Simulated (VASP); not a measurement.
# TeMo2 (R3m) in VASP: single point with PBE

Aim: the single point of TeMo2 with PBE.

Program: VASP 6.6.1. These are calculated values, not measurements. Logs are shortened: lines on timing, memory, paths and dates and some standing lists are left out, and cuts for length are marked.

**1. The cell of the first run**

The structure is trigonal, space group R3m (No. 160). Conventional cell: a = 4.509 Å, b = 4.509 Å, c = 10.325 Å, α = 90.00°, β = 90.00°, γ = 120.00°. Within 3.6 Å of Te (site symmetry 3m) lie 10 Mo at 2.70 to 3.17 Å. Mo (site symmetry 3m) has 4 Mo at 2.52 to 2.76 Å and 4 Te at 2.70 to 2.73 Å within 3.3 Å. Mo (site symmetry 3m) has 4 Mo at 2.52 to 2.76 Å and 6 Te at 3.08 to 3.17 Å within 3.3 Å.

**2. Single point, PBE**

File INCAR:

```
  PREC = Accurate
  ENCUT = 500
  EDIFF = 1E-6
  ISMEAR = 0
  SIGMA = 0.2
  LREAL = False
  LASPH = True
  NELM = 120
  ALGO = Normal
  ISIF = 2
  LWAVE = False
  LCHARG = True
  GGA = PE
  LELF = True
  LVHAR = True
  NBANDS = 24
  GGA_COMPAT = False
```

File KPOINTS:

```
Automatic mesh
0
Gamma
  5 5 5
```

File POSCAR:

```
TeMo2
1.0
    2.2543741050      1.3015634964      3.4415184562
   -2.2543741050      1.3015634964      3.4415184562
    0.0000000000     -2.6031269928      3.4415184562
Te Mo
1 2
Direct
    0.5660854067      0.5660854067      0.5660854067
    0.8300520679      0.8300520679      0.8300520679
    0.0739315554      0.0739315554      0.0739315554
```

Potentials or basis: VASP PAW PBE potentials, release 64 (Te, Mo_sv).

Launch:

```console
> cat potpaw_PBE.64/Te/POTCAR potpaw_PBE.64/Mo_sv/POTCAR > POTCAR
> mpirun -np 1 vasp_std > vasp.out
```

OUTCAR:

```text
PREC = Accurate
   ENCUT = 500
   EDIFF = 1E-6
   ISMEAR = 0
   LREAL = False
   LASPH = True
   NELM = 120
   ISIF = 2
   GGA = PE

 ion  position               nearest neighbor table
   1  0.566  0.566  0.566-   2 2.70   2 2.70   2 2.70   2 2.73   3 3.08   3 3.08   3 3.08   3 3.17
                             3 3.17   3 3.17
   2  0.830  0.830  0.830-   3 2.52   1 2.70   1 2.70   1 2.70   1 2.73   3 2.76   3 2.76   3 2.76

   3  0.074  0.074  0.074-   2 2.52   2 2.76   2 2.76   2 2.76   1 3.08   1 3.08   1 3.08   1 3.17
                             1 3.17   1 3.17

  LATTYP: Found a trigonal (rhomboedric) cell.
 ALAT       =     4.3151268145
 COS(alpha) =     0.4541229407

  Lattice vectors:

 A1 = (   2.2543741050,   1.3015634964,   3.4415184562)
 A2 = (  -2.2543741050,   1.3015634964,   3.4415184562)
 A3 = (   0.0000000000,  -2.6031269928,   3.4415184562)

Analysis of symmetry for initial positions (statically):
=====================================================================
 Subroutine PRICEL returns:
 Original cell was already a primitive cell.

 Routine SETGRP: Setting up the symmetry group for a
 trigonal (rhombohedral) supercell.

 Subroutine GETGRP returns: Found  6 space group operations
 (whereof  6 operations were pure point group operations)
 out of a pool of 12 trial point group operations.

The static configuration has the point symmetry C_3v.

Analysis of symmetry for dynamics (positions and initial velocities):
=====================================================================
 Subroutine PRICEL returns:
 Original cell was already a primitive cell.

 Routine SETGRP: Setting up the symmetry group for a
 trigonal (rhombohedral) supercell.

 Subroutine GETGRP returns: Found  6 space group operations
 (whereof  6 operations were pure point group operations)
 out of a pool of 12 trial point group operations.

The dynamic configuration has the point symmetry C_3v.

 Subroutine INISYM returns: Found  6 space group operations
 (whereof  6 operations are pure point group operations),
 and found     1 'primitive' translations

----------------------------------------------------------------------------------------

                                     Primitive cell

  volume of cell :      60.5888

  direct lattice vectors                    reciprocal lattice vectors
     2.254374105  1.301563496  3.441518456     0.221791050  0.128051122  0.096856471
    -2.254374105  1.301563496  3.441518456    -0.221791050  0.128051122  0.096856471
     0.000000000 -2.603126993  3.441518456     0.000000000 -0.256102245  0.096856471

  length of vectors
     4.315126814  4.315126814  4.315126814     0.273805653  0.273805653  0.273805653

  position of ions in fractional coordinates (direct lattice)
     0.566085407  0.566085407  0.566085407
     0.830052068  0.830052068  0.830052068
     0.073931555  0.073931555  0.073931555

  ion indices of the primitive-cell ions
   primitive index   ion index
                 1           1
                 2           2
                 3           3

----------------------------------------------------------------------------------------

 KPOINTS: Automatic mesh

Automatic generation of k-mesh.
 Grid dimensions read from file:
 generate k-points for:    5    5    5

 Generating k-lattice:

  Cartesian coordinates                     Fractional coordinates (reciprocal lattice)
     0.044358210  0.025610224  0.019371294     0.200000000  0.000000000  0.000000000
    -0.044358210  0.025610224  0.019371294     0.000000000  0.200000000  0.000000000
     0.000000000 -0.051220449  0.019371294     0.000000000  0.000000000  0.200000000

  Length of vectors
     0.054761131  0.054761131  0.054761131

  Shift w.r.t. Gamma in fractional coordinates (k-lattice)
     0.000000000  0.000000000  0.000000000

 Subroutine IBZKPT returns following result:
 ===========================================

 Found     19 irreducible k-points:

 Following reciprocal coordinates:
            Coordinates               Weight
  0.000000  0.000000  0.000000      1.000000
  0.200000 -0.000000 -0.000000      6.000000
  0.400000 -0.000000 -0.000000      6.000000
  0.200000  0.200000 -0.000000      6.000000
  0.400000  0.200000 -0.000000     12.000000
 -0.400000  0.200000  0.000000     12.000000
[... 11 lines left out ...]
  0.400000  0.400000  0.400000      2.000000
 -0.400000  0.400000  0.400000      6.000000
   k-points           NKPTS =     19   k-points in BZ     NKDIM =     19   number of bands    NBANDS=     24
   number of dos      NEDOS =    301   number of ions     NIONS =      3
   total plane-waves  NPLWV =  32768
   dimension x,y,z NGX =    32 NGY =   32 NGZ =   32
   dimension x,y,z NGXF=    64 NGYF=   64 NGZF=   64
   ions per type =               1   2
   NGX,Y,Z   is equivalent  to a cutoff of  12.33, 12.33, 12.33 a.u.
   NGXF,Y,Z  is equivalent  to a cutoff of  24.66, 24.66, 24.66 a.u.
 SYSTEM =  unknown system
   PREC   = accura    normal or accurate (medium, high low for compatibility)
   ISTART =      0    job   : 0-new  1-cont  2-samecut
   ICHARG =      2    charge: 1-file 2-atom 10-const
   ISPIN  =      1    spin polarized calculation?
   LNONCOLLINEAR =      F non collinear calculations
   LSORBIT =      F    spin-orbit coupling
   LASPH  =      T    aspherical Exc in radial PAW
   ENCUT  =  500.0 eV  36.75 Ry    6.06 a.u.   7.87  7.87  7.87*2*pi/ulx,y,z
   NELM   =    120;   NELMIN=  2; NELMDL= -5     # of ELM steps
   EDIFF  = 0.1E-05   stopping-criterion for ELM
   LREAL  =      F    real-space projection
   EDIFFG = 0.1E-04   stopping-criterion for IOM
   NSW    =      0    number of steps for IOM
   IBRION =     -1    ionic relax: 0-MD 1-quasi-New 2-CG
   NFREE  =      0    steps in history (QN), initial steepest desc. (CG)
   ISIF   =      2    stress and relaxation
   ISYM   =      2    0-nonsym 1-usesym 2-fastsym
   POTIM  = 0.5000    time-step for ionic-motion
   TEBEG  =    0.0;   TEEND  =   0.0 temperature during run
   PSTRESS=    0.0 pullay stress
   NELECT =      34.0000    total number of electrons
   NUPDOWN=      -1.0000    fix difference up-down
   EMIN   =  10.00;   EMAX   =-10.00  energy-range for DOS
   EFERMI =   0.00;   METHOD = LEGACY
   ISMEAR =     0;   SIGMA  =   0.20  broadening in eV -4-tet -1-fermi 0-gaus
   EFERMI_NEDOS =   21; number of points for ismear=-14 and -15
   IALGO  =     38    algorithm
   IMIX   =      4    mixing-type and parameters
     AMIX     =   0.40;   BMIX     =  1.00
     AMIX_MAG =   1.60;   BMIX_MAG =  1.00
  volume/ion in A,a.u.               =      20.20       136.29
  Fermi-wavevector in a.u.,A,eV,Ry     =   1.350321  2.551736 24.808398  1.823366
  Thomas-Fermi vector in A             =   2.477835
   LORBIT       =      0    0 simple, 1 ext, 2 COOP (PROOUT), +10 PAW based schemes
   GGA     = PE    functional components
   LHFCALC =     F    Hartree Fock is set to
   AEXX    =    0.0000 exact exchange contribution
   IVDW    =     0    specifies the selected vdW correction
   LEPSILON=     F    determine dielectric tensor
   LRPA    =     F    only Hartree local field effects (RPA)
 non-spin polarized calculation
 Gauss-broadening in eV      SIGMA  =   0.20
  energy-cutoff  :      500.00
  volume of cell :       60.59
 maximum number of plane-waves:      1550
   NGX = 15   NGY = 15   NGZ = 15

 number of electron      34.0000000 magnetization

 Free energy of the ion-electron system (eV)
  ---------------------------------------------------
  ext. energy  EPLUGINS =         0.00000000
  ---------------------------------------------------
  free energy    TOTEN  =       -23.75021323 eV

  energy without entropy =      -23.71278817  energy(sigma->0) =      -23.73150070

 E-fermi :  10.2731     XC(G=0): -11.6086

 val. band max:       10.1930594888   @ k =  -0.4000   0.2000   0.2000
 cond. band min:      10.2781944869   @ k =   0.4000  -0.0000  -0.0000
 fundamental gap:      0.0851349981
 Fermi energy:        10.2731372540

 k-point     1 :       0.0000    0.0000    0.0000
  band No.  band energies     occupation
      1     -50.5758      2.00000
      2     -49.9607      2.00000
      3     -24.9381      2.00000
      4     -24.7267      2.00000
      5     -24.7267      2.00000
      6     -24.1343      2.00000
[... 16 lines left out ...]
     23      13.7263      0.00000
     24      18.3229      0.00000

 k-point     2 :       0.2000   -0.0000   -0.0000
  band No.  band energies     occupation
      1     -50.5693      2.00000
      2     -49.9674      2.00000
      3     -24.9477      2.00000
      4     -24.7388      2.00000
      5     -24.7376      2.00000
      6     -24.1289      2.00000
[... 16 lines left out ...]
     23      13.8697      0.00000
     24      16.0129      0.00000

 k-point     3 :       0.4000   -0.0000   -0.0000
  band No.  band energies     occupation
      1     -50.5584      2.00000
      2     -49.9785      2.00000
      3     -24.9619      2.00000
      4     -24.7583      2.00000
      5     -24.7573      2.00000
      6     -24.1187      2.00000
[... 16 lines left out ...]
     23      13.9817      0.00000
     24      16.5262      0.00000

 k-point     4 :       0.2000    0.2000   -0.0000
  band No.  band energies     occupation
      1     -50.5655      2.00000
      2     -49.9713      2.00000
      3     -24.9497      2.00000
      4     -24.7757      2.00000
      5     -24.7135      2.00000
      6     -24.1530      2.00000
[... 16 lines left out ...]
     23      13.9071      0.00000
     24      16.8360      0.00000

 k-point     5 :       0.4000    0.2000   -0.0000
  band No.  band energies     occupation
      1     -50.5553      2.00000
      2     -49.9817      2.00000
      3     -24.9654      2.00000
      4     -24.8122      2.00000
      5     -24.7012      2.00000
      6     -24.1685      2.00000
[... 316 lines left out ...]
 k-point    17 :      -0.4000   -0.4000    0.2000
  band No.  band energies     occupation
      1     -50.5438      2.00000
      2     -49.9937      2.00000
      3     -24.9886      2.00000
      4     -24.8403      2.00000
      5     -24.6838      2.00000
      6     -24.1891      2.00000
[... 16 lines left out ...]
     23      15.0063      0.00000
     24      17.2888      0.00000

 k-point    18 :       0.4000    0.4000    0.4000
  band No.  band energies     occupation
      1     -50.5451      2.00000
      2     -49.9925      2.00000
      3     -24.9372      2.00000
      4     -24.8023      2.00000
      5     -24.8023      2.00000
      6     -24.0567      2.00000
[... 16 lines left out ...]
     23      13.8903      0.00000
     24      16.3727      0.00000

 k-point    19 :      -0.4000    0.4000    0.4000
  band No.  band energies     occupation
      1     -50.5420      2.00000
      2     -49.9956      2.00000
      3     -24.9699      2.00000
      4     -24.8153      2.00000
      5     -24.7583      2.00000
      6     -24.1040      2.00000
[... 16 lines left out ...]
     23      14.2119      0.00000
     24      16.3830      0.00000

------------------------ aborting loop because EDIFF is reached ----------------------------------------

  FORCE on cell =-STRESS in cart. coord.  units (eV):
  Direction    XX          YY          ZZ          XY          YZ          ZX
  --------------------------------------------------------------------------------------
  -------------------------------------------------------------------------------------
  Total        0.1088884      0.1088884      0.3275628      0.0000000      0.0000000      0.0000000
  in kB        2.8793840      2.8793840      8.6618857      0.0000000      0.0000000      0.0000000
  external PRESSURE =       4.8068846 kB  Pullay stress =       0.0000000 kB

 VOLUME and BASIS-vectors are now :
 -----------------------------------------------------------------------------
  energy-cutoff  :      500.00
  volume of cell :       60.59
      direct lattice vectors                 reciprocal lattice vectors
     2.254374105  1.301563496  3.441518456     0.221791050  0.128051122  0.096856471
    -2.254374105  1.301563496  3.441518456    -0.221791050  0.128051122  0.096856471
     0.000000000 -2.603126993  3.441518456     0.000000000 -0.256102245  0.096856471

 POSITION                                       TOTAL-FORCE (eV/Angst)
 -----------------------------------------------------------------------------------
      0.00000      0.00000      5.84458         0.000000      0.000000      0.064839
      0.00000      0.00000      8.56992         0.000000      0.000000     -0.050144
      0.00000      0.00000      0.76331         0.000000     -0.000000     -0.014694
 -----------------------------------------------------------------------------------
    total drift:                               -0.000000     -0.000000     -0.000140

  FREE ENERGIE OF THE ION-ELECTRON SYSTEM (eV)
  ---------------------------------------------------
  free  energy   TOTEN  =       -23.7502132285 eV

  energy  without entropy=      -23.7127881684  energy(sigma->0) =      -23.73150070
```

It took 22 s on 1 thread of Intel Xeon Platinum 8559C (Emerald Rapids), shared host; peak memory 0.18 GiB.

What came out:

| Quantity | Value |
| --- | --- |
| Free energy | -23.7502 eV |
| Pressure | 0.5 GPa |
| Largest force | 0.065 eV/Å |

Forces in eV/Å, atoms in the order of the input:
```
Te   0.000  0.000  0.065
Mo   0.000  0.000 -0.050
Mo   0.000  0.000 -0.015
```

Levels at points of the mesh, in eV from the Fermi level:
| k point | band 15 | band 16 | band 17 | band 18 | band 19 | band 20 |
| --- | --- | --- | --- | --- | --- | --- |
| (0.00, 0.00, 0.00) | -1.28 | -1.28 | -0.80 | 0.50 | 2.53 | 2.53 |

Caveat: spin-orbit coupling is left out, which moves the levels of the heavy elements.
